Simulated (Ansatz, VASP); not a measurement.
**Na in VASP and in Ansatz**

Contents of INCAR:

```
SYSTEM = Na
PREC = Accurate
ENCUT = 520
EDIFF = 1E-7
ISMEAR = 0
SIGMA = 0.15
LREAL = .False.
LASPH = .True.
NELM = 80
ALGO = Fast
ISIF = 2
LWAVE = .False.
LCHARG = .True.
GGA = PE
LELF = .True.
LVHAR = .True.
NBANDS = 10
```

KPOINTS

```
regular mesh
0
Gamma
  18 18 18
  0 0 0
```

POSCAR

```
Na
1.0
   -2.8453170384      2.1758306764      2.1758306764
    2.1758306764     -2.8453170384      2.1758306764
    2.1758306764      2.1758306764     -2.8453170384
Na
1
Direct
    0.0000000000      0.0000000000      0.0000000000
```

Input for Ansatz:

```yaml
crystal:
  lattice:
    - [-2.8453170384, 2.1758306764, 2.1758306764]
    - [2.1758306764, -2.8453170384, 2.1758306764]
    - [2.1758306764, 2.1758306764, -2.8453170384]
  atoms:
    - { symbol: Na, position: [0.0, 0.0, 0.0] }
basis:
  ecutwfc: 420
kpoints:
  mp_grid: { grid: [18, 18, 18] }
hamiltonian:
  xc: pbe
scf:
  occupations: { method: gaussian, width: 0.15 }
output:
  forces: true
  stress: true
  eigenvalues: true
```

Alike in both runs: task single point; functional PBE; k mesh 18 × 18 × 18; occupations gaussian, width 0.15 eV; no spin polarisation.

|  | VASP | Ansatz |
| --- | --- | --- |
| version | VASP 6.6.1 | Ansatz 0.2.0 |
| potentials or method | VASP PAW PBE potentials, release 64 (Na_pv), cutoff 520 eV | scalar-relativistic, plane waves, PAW |
| valence electrons in the cell | 7 | 9 |

|  | VASP | Ansatz | Ansatz less VASP |
| --- | --- | --- | --- |
| gap on the k mesh at the Fermi level (eV) | none | none | - |
| pressure (GPa) | 1.2 | 1.2 | -0.02 |
| traceless stress, the component that is largest in VASP (GPa) | 3.76 | 3.76 | -0.006 |

A gap of «none» marks a metal or a gap that the smearing closes. VASP's potentials hold 7 valence electrons a cell and Ansatz's 9, so a difference there can come from the potentials and not from the codes.
